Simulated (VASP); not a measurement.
Set up this calculation in VASP 6.6.1, as the native input.

| Item | Value |
| --- | --- |
| Task | single point |
| Functional | LDA |
| Potentials or basis | VASP PAW LDA potentials, release 64 (W_sv) |
| Cutoff | 520 eV |
| k mesh | 20 × 20 × 20 |
| Occupations | gaussian, width 0.15 eV |
| Spin | no spin polarisation |
| Dipole correction | no |
| Further INCAR settings | ALGO = Fast; EDIFF = 1e-06; NBANDS = 13 |

The structure of W lies in POSCAR:

```
W
1.0
   -0.2979718176      1.9864787842      2.2099576474
    1.6885069666      0.0000000000      1.9119858298
    1.9864787842      1.9864787842     -0.2979718176
W
1
Direct
    0.0000000000      0.0000000000      0.0000000000
```

This cell differs from its parent crystal: engineering shear strain xz -0.3000, normal strain along z +0.1125.

These files were run (other wordings do the same):

INCAR

```
SYSTEM = W
ALGO = Fast
EDIFF = 1E-6
ENCUT = 520
GGA = CA
ISIF = 2
ISMEAR = 0
LASPH = .True.
LCHARG = .True.
LELF = .True.
LREAL = .False.
LVHAR = .True.
LWAVE = .False.
NBANDS = 13
NELM = 100
PREC = Accurate
SIGMA = 0.15
```

KPOINTS

```
k-points
0
Gamma
  20 20 20
  0 0 0
```

Potentials or basis: VASP PAW LDA potentials, release 64 (W_sv).

Run with:

```console
$ cat potpaw_LDA.64/W_sv/POTCAR > POTCAR
$ mpirun -np 1 vasp_std > vasp.out
```

It gave:

The pressure is -11.1 GPa and the band gap on the k mesh is zero (bands 7 and 8 overlap by 4.46 eV).

Caveat: the cell differs from its parent crystal (engineering shear strain xz -0.3000, normal strain along z +0.1125); the stress differs along the axes, from -15 to -9 GPa; spin-orbit coupling is left out, which moves the levels of the heavy elements.

Run time: 9.2 min on 1 thread of AMD EPYC 7R43 64-Core Processor (Zen 3), on a shared host, peak memory 0.47 GiB.
